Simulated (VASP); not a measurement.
# GaB (P4/mmm) in VASP: a series of runs

GaB is run at these levels: HSE06, r2SCAN; tasks: relaxation of cell and atoms, single point.

Program: VASP 6.6.1. These are calculated values, not measurements. Logs are shortened: lines on timing, memory, paths and dates and some standing lists are left out, and cuts for length are marked.

## (1) The cell of the first run

The structure is tetragonal, space group P4/mmm (No. 123). The conventional cell has a = 2.718 Å, b = 2.718 Å, c = 3.236 Å, α = 90.00°, β = 90.00°, γ = 90.00°. Ga (site symmetry 4/mmm) has 8 B at 2.51 Å and 6 Ga at 2.72 to 3.24 Å within 3.3 Å. Within 3.3 Å of B (site symmetry 4/mmm) lie 8 Ga at 2.51 Å and 6 B at 2.72 to 3.24 Å.

## (2) Relaxation of cell and atoms, HSE06

Contents of POSCAR:

```
GaB
1.0
    2.7182400000      0.0000000000      0.0000000000
    0.0000000000      2.7182400000      0.0000000000
    0.0000000000      0.0000000000      3.2362100000
Ga B
1 1
Direct
    0.5000000000      0.5000000000      0.5000000000
    0.0000000000      0.0000000000      0.0000000000
```

Contents of INCAR.step1:

```
  PREC = Accurate
  ENCUT = 600
  EDIFF = 1E-5
  ISMEAR = -1
  SIGMA = 0.05
  LREAL = F
  LASPH = T
  NELM = 100
  ALGO = Normal
  LWAVE = T
  LCHARG = F
  GGA = PE
  NBANDS = 15
```

Contents of INCAR.step2:

```
  PREC = Accurate
  ENCUT = 600
  EDIFF = 1E-6
  ISMEAR = -1
  SIGMA = 0.05
  LREAL = F
  LASPH = T
  NELM = 100
  ALGO = Normal
  ISIF = 3
  LWAVE = F
  LCHARG = F
  GGA = PE
  LHFCALC = T
  HFSCREEN = 0.2079
  PRECFOCK = Normal
  IBRION = 2
  NSW = 60
  EDIFFG = -0.01
  ISTART = 1
```

Contents of KPOINTS:

```
regular mesh
0
Gamma
  5 5 4
```

Potentials or basis: VASP PAW PBE potentials, release 64 (Ga_d, B).

Run with:

```sh
> cat potpaw_PBE.64/Ga_d/POTCAR potpaw_PBE.64/B/POTCAR > POTCAR
> cp INCAR.step1 INCAR
> mpirun -np 1 vasp_std > vasp.out
> cp INCAR.step2 INCAR
> mpirun -np 1 vasp_std > vasp.out
```

OUTCAR:

```text
PREC = Accurate
   ENCUT = 600
   EDIFF = 1E-6
   ISMEAR = -1
   LREAL = F
   LASPH = T
   NELM = 100
   ISIF = 3
   GGA = PE
   LHFCALC = T
   HFSCREEN = 0.2079
   PRECFOCK = Normal
   IBRION = 2
   NSW = 60
   EDIFFG = -0.01
   ISTART = 1

 ion  position               nearest neighbor table
   1  0.500  0.500  0.500-   2 2.51   2 2.51   2 2.51   2 2.51   2 2.51   2 2.51   2 2.51   2 2.51

   2  0.000  0.000  0.000-   1 2.51   1 2.51   1 2.51   1 2.51   1 2.51   1 2.51   1 2.51   1 2.51

  LATTYP: Found a simple tetragonal cell.
 ALAT       =     2.7182400000
 C/A-ratio  =     1.1905534463

  Lattice vectors:

 A1 = (   2.7182400000,   0.0000000000,   0.0000000000)
 A2 = (   0.0000000000,   2.7182400000,   0.0000000000)
 A3 = (   0.0000000000,   0.0000000000,   3.2362100000)

Analysis of symmetry for initial positions (statically):
=====================================================================
 Subroutine PRICEL returns:
 Original cell was already a primitive cell.

 Routine SETGRP: Setting up the symmetry group for a
 simple tetragonal supercell.

 Subroutine GETGRP returns: Found 16 space group operations
 (whereof 16 operations were pure point group operations)
 out of a pool of 16 trial point group operations.

The static configuration has the point symmetry D_4h.

Analysis of symmetry for dynamics (positions and initial velocities):
=====================================================================
 Subroutine PRICEL returns:
 Original cell was already a primitive cell.

 Routine SETGRP: Setting up the symmetry group for a
 simple tetragonal supercell.

 Subroutine GETGRP returns: Found 16 space group operations
 (whereof 16 operations were pure point group operations)
 out of a pool of 16 trial point group operations.

The dynamic configuration has the point symmetry D_4h.

 Subroutine INISYM returns: Found 16 space group operations
 (whereof 16 operations are pure point group operations),
 and found     1 'primitive' translations

----------------------------------------------------------------------------------------

                                     Primitive cell

  volume of cell :      23.9118

  direct lattice vectors                    reciprocal lattice vectors
     2.718240000  0.000000000  0.000000000     0.367885102  0.000000000  0.000000000
     0.000000000  2.718240000  0.000000000     0.000000000  0.367885102  0.000000000
     0.000000000  0.000000000  3.236210000     0.000000000  0.000000000  0.309003433

  length of vectors
     2.718240000  2.718240000  3.236210000     0.367885102  0.367885102  0.309003433

  position of ions in fractional coordinates (direct lattice)
     0.500000000  0.500000000  0.500000000
     0.000000000  0.000000000  0.000000000

  ion indices of the primitive-cell ions
   primitive index   ion index
                 1           1
                 2           2

----------------------------------------------------------------------------------------

 KPOINTS: regular mesh

Automatic generation of k-mesh.
 Grid dimensions read from file:
 generate k-points for:    5    5    4

 Generating k-lattice:

  Cartesian coordinates                     Fractional coordinates (reciprocal lattice)
     0.073577020  0.000000000  0.000000000     0.200000000  0.000000000  0.000000000
     0.000000000  0.073577020  0.000000000     0.000000000  0.200000000  0.000000000
     0.000000000  0.000000000  0.077250858     0.000000000  0.000000000  0.250000000

  Length of vectors
     0.073577020  0.073577020  0.077250858

  Shift w.r.t. Gamma in fractional coordinates (k-lattice)
     0.000000000  0.000000000  0.000000000

 Subroutine IBZKPT returns following result:
 ===========================================

 Found     18 irreducible k-points:

 Following reciprocal coordinates:
            Coordinates               Weight
  0.000000  0.000000  0.000000      1.000000
  0.200000  0.000000  0.000000      4.000000
  0.400000  0.000000  0.000000      4.000000
  0.200000  0.200000  0.000000      4.000000
  0.400000  0.200000  0.000000      8.000000
  0.400000  0.400000  0.000000      4.000000
[... 10 lines left out ...]
  0.400000  0.200000  0.500000      8.000000
  0.400000  0.400000  0.500000      4.000000
   k-points           NKPTS =     18   k-points in BZ     NKDIM =    100   number of bands    NBANDS=     12
   number of dos      NEDOS =    301   number of ions     NIONS =      2
   total plane-waves  NPLWV =  16128
   dimension x,y,z NGX =    24 NGY =   24 NGZ =   28
   dimension x,y,z NGXF=    48 NGYF=   48 NGZF=   56
   ions per type =               1   1
   NGX,Y,Z   is equivalent  to a cutoff of  14.68, 14.68, 14.38 a.u.
   NGXF,Y,Z  is equivalent  to a cutoff of  29.36, 29.36, 28.77 a.u.
 SYSTEM =  unknown system
   PREC   = accura    normal or accurate (medium, high low for compatibility)
   ISTART =      1    job   : 0-new  1-cont  2-samecut
   ICHARG =      0    charge: 1-file 2-atom 10-const
   ISPIN  =      1    spin polarized calculation?
   LNONCOLLINEAR =      F non collinear calculations
   LSORBIT =      F    spin-orbit coupling
   LASPH  =      T    aspherical Exc in radial PAW
   ENCUT  =  600.0 eV  44.10 Ry    6.64 a.u.   5.43  5.43  6.46*2*pi/ulx,y,z
   NELM   =    100;   NELMIN=  2; NELMDL=  0     # of ELM steps
   EDIFF  = 0.1E-05   stopping-criterion for ELM
   LREAL  =      F    real-space projection
   EDIFFG = -.1E-01   stopping-criterion for IOM
   NSW    =     60    number of steps for IOM
   IBRION =      2    ionic relax: 0-MD 1-quasi-New 2-CG
   NFREE  =      1    steps in history (QN), initial steepest desc. (CG)
   ISIF   =      3    stress and relaxation
   ISYM   =      3    0-nonsym 1-usesym 2-fastsym
   POTIM  = 0.5000    time-step for ionic-motion
   TEBEG  =    0.0;   TEEND  =   0.0 temperature during run
   PSTRESS=    0.0 pullay stress
   NELECT =      16.0000    total number of electrons
   NUPDOWN=      -1.0000    fix difference up-down
   EMIN   =  10.00;   EMAX   =-10.00  energy-range for DOS
   EFERMI =   0.00;   METHOD = LEGACY
   ISMEAR =    -1;   SIGMA  =   0.05  broadening in eV -4-tet -1-fermi 0-gaus
   EFERMI_NEDOS =   21; number of points for ismear=-14 and -15
   IALGO  =     38    algorithm
   IMIX   =      1    mixing-type and parameters
     AMIX     =   0.40;   BMIX     =  1.00
     AMIX_MAG =   1.60;   BMIX_MAG =  1.00
  volume/ion in A,a.u.               =      11.96        80.68
  Fermi-wavevector in a.u.,A,eV,Ry     =   1.431894  2.705886 27.896285  2.050319
  Thomas-Fermi vector in A             =   2.551580
   LORBIT       =      0    0 simple, 1 ext, 2 COOP (PROOUT), +10 PAW based schemes
   GGA     = PE    functional components
   LHFCALC =     T    Hartree Fock is set to
   PRECFOCK=normal    Normal, Fast or Accurate (Low or Medium for compatibility)
   ENCUT4O =  -1.0   cutoff for four orbital integrals eV
   NKREDX  =     1    reduce k-point grid by
   NKREDY  =     1    reduce k-point grid by
   NKREDZ  =     1    reduce k-point grid by
   AEXX    =    0.2500 exact exchange contribution
   HFSCREEN=    0.2079 screening length (either q_TF or 0.3 A-1)
   HFSCREENC=   0.2079 screening length for correlation (either q_TF or 0.3 A-1)
   ENCUTFOCK=  -1.0 apply spherical cutoff to Coloumb kernel
   IVDW    =     0    specifies the selected vdW correction
   LEPSILON=     F    determine dielectric tensor
   LRPA    =     F    only Hartree local field effects (RPA)
 conjugate gradient relaxation of ions
 non-spin polarized calculation
  energy-cutoff  :      600.00
  volume of cell :       23.91
 maximum number of plane-waves:       813
 NGX is ok and might be reduce to    24
  NGX = 18; NGY = 18; NGZ = 20

--------------------------------------- Ionic step        1  -------------------------------------------

 number of electron      16.0000003 magnetization

 Free energy of the ion-electron system (eV)
  ---------------------------------------------------
  ext. energy  EPLUGINS =         0.00000000
  ---------------------------------------------------
  free energy    TOTEN  =        -8.08529067 eV

  energy without entropy =       -8.07777329  energy(sigma->0) =       -8.08153198

------------------------ aborting loop because EDIFF is reached ----------------------------------------

  FORCE on cell =-STRESS in cart. coord.  units (eV):
  Direction    XX          YY          ZZ          XY          YZ          ZX
  --------------------------------------------------------------------------------------
  -------------------------------------------------------------------------------------
  Total       -0.4269915     -0.4269915     -0.8524165      0.0000000      0.0000000      0.0000000
  in kB      -28.6099744    -28.6099744    -57.1149940      0.0000000      0.0000000      0.0000000
  external PRESSURE =     -38.1116476 kB  Pullay stress =       0.0000000 kB

 VOLUME and BASIS-vectors are now :
 -----------------------------------------------------------------------------
  energy-cutoff  :      600.00
  volume of cell :       23.91
      direct lattice vectors                 reciprocal lattice vectors
     2.718240000  0.000000000  0.000000000     0.367885102  0.000000000  0.000000000
     0.000000000  2.718240000  0.000000000     0.000000000  0.367885102  0.000000000
     0.000000000  0.000000000  3.236210000     0.000000000  0.000000000  0.309003433
[... 145 lines left out ...]
 POSITION                                       TOTAL-FORCE (eV/Angst)
 -----------------------------------------------------------------------------------
      1.34780      1.34780      1.58974        -0.000000      0.000000      0.000000
     -0.00000      0.00000      3.17948         0.000000      0.000000      0.000000
 -----------------------------------------------------------------------------------
    total drift:                               -0.000013      0.000010     -0.000001

  FREE ENERGIE OF THE ION-ELECTRON SYSTEM (eV)
  ---------------------------------------------------
  free  energy   TOTEN  =        -8.0973409691 eV

  energy  without entropy=       -8.0911662333  energy(sigma->0) =       -8.09425360

--------------------------------------- Ionic step        6  -------------------------------------------

 number of electron      16.0000005 magnetization

 Free energy of the ion-electron system (eV)
  ---------------------------------------------------
  ext. energy  EPLUGINS =         0.00000000
  ---------------------------------------------------
  free energy    TOTEN  =        -8.09735071 eV

  energy without entropy =       -8.09118755  energy(sigma->0) =       -8.09426913

 E-fermi :   7.3371     XC(G=0):  -9.8580

 val. band max:        7.3342776440   @ k =   0.4000   0.4000   0.2500
 cond. band min:       7.8028067879   @ k =   0.2000   0.2000   0.2500
 fundamental gap:      0.4685291439
 Fermi energy:         7.3371067927

 k-point     1 :       0.0000    0.0000    0.0000
  band No.  band energies     occupation
      1     -11.0573      2.00000
      2     -10.8943      2.00000
      3     -10.5796      2.00000
      4     -10.5796      2.00000
      5     -10.5143      2.00000
      6      -8.1702      2.00000
      7       5.2467      2.00000
      8       9.9978      0.00000
      9      10.4169      0.00000
     10      10.4169      0.00000
     11      17.2121      0.00000
     12      17.3326      0.00000

 k-point     2 :       0.2000    0.0000    0.0000
  band No.  band energies     occupation
      1     -10.9825      2.00000
      2     -10.8190      2.00000
      3     -10.6605      2.00000
      4     -10.5736      2.00000
      5     -10.5724      2.00000
      6      -7.2959      2.00000
      7       5.6148      2.00000
      8       6.2330      2.00000
      9      10.6811      0.00000
     10      11.1884      0.00000
     11      17.9333      0.00000
     12      19.1820      0.00000
[... 260 lines left out ...]
 POSITION                                       TOTAL-FORCE (eV/Angst)
 -----------------------------------------------------------------------------------
      1.34731      1.34731      1.58936        -0.000000      0.000000      0.000000
      0.00000      0.00000      0.00000         0.000000      0.000000      0.000000
 -----------------------------------------------------------------------------------
    total drift:                               -0.000000      0.000000     -0.000000

  FREE ENERGIE OF THE ION-ELECTRON SYSTEM (eV)
  ---------------------------------------------------
  free  energy   TOTEN  =        -8.0973507125 eV

  energy  without entropy=       -8.0911875470  energy(sigma->0) =       -8.09426913

 reached required accuracy - stopping structural energy minimisation
```

Wall time 50 min (1 thread of Intel Xeon Platinum 8375C at 2.90GHz (Ice Lake), shared host); peak memory 0.27 GiB.

Results:

| Property | Result |
| --- | --- |
| Free energy | -8.0974 eV |
| Relaxed volume | 11.54 Å³/atom |
| Relaxed cell | a = 2.695 Å, b = 2.695 Å, c = 3.179 Å, α = 90.00°, β = 90.00°, γ = 90.00° |
| Space group after relaxing (to 0.1 Å) | P4/mmm (No. 123) |
| Energy gained by relaxing | 6.0 meV/atom |
| Ionic steps | 6 |
| Pressure after relaxing | 0.1 GPa |
| Band gap on the k mesh | zero (bands 8 and 9 overlap by 7.93 eV) |

The path:
| step | energy change (eV) | largest force (eV/Å) | pressure (GPa) | volume (Å³) |
| --- | --- | --- | --- | --- |
| 1 | 0.0000 | 0.0000 | -3.81 | 23.91 |
| 2 | -0.0117 | 0.0000 | 0.86 | 22.94 |
| 3 | -0.0121 | 0.0000 | -0.10 | 23.08 |
| 4 | -0.0121 | 0.0000 | 0.18 | 23.06 |
| 5 | -0.0121 | 0.0000 | -0.21 | 23.10 |
| 6 | -0.0121 | 0.0000 | 0.12 | 23.08 |

Final structure:
```
Ga B
1.0
     2.69462    0.00000    0.00000
     0.00000    2.69462    0.00000
     0.00000    0.00000    3.17873
Ga B
1 1
Direct
  0.50000 0.50000 0.50000
  0.00000 0.00000 0.00000
```

Levels at points of the mesh, in eV from the Fermi level:
```tsv
k point	band 4	band 5	band 6	band 7	band 8	band 9	band 10	band 11	band 12
(0.00, 0.00, 0.00)	-17.92	-17.85	-15.51	-2.09	2.66	3.08	3.08	9.87	10.00
(0.00, 0.00, 0.50)	-17.97	-17.85	-11.61	-11.50	5.14	5.14	9.51	10.61	10.61
```

Caveat: the k points lie up to 0.49 Å⁻¹ apart in the final cell, too coarse for converged energies and pressures of a metal; the PAW data sets were made with another functional, which shifts forces and pressure a little.

(Part 1 of 2 ends here.)
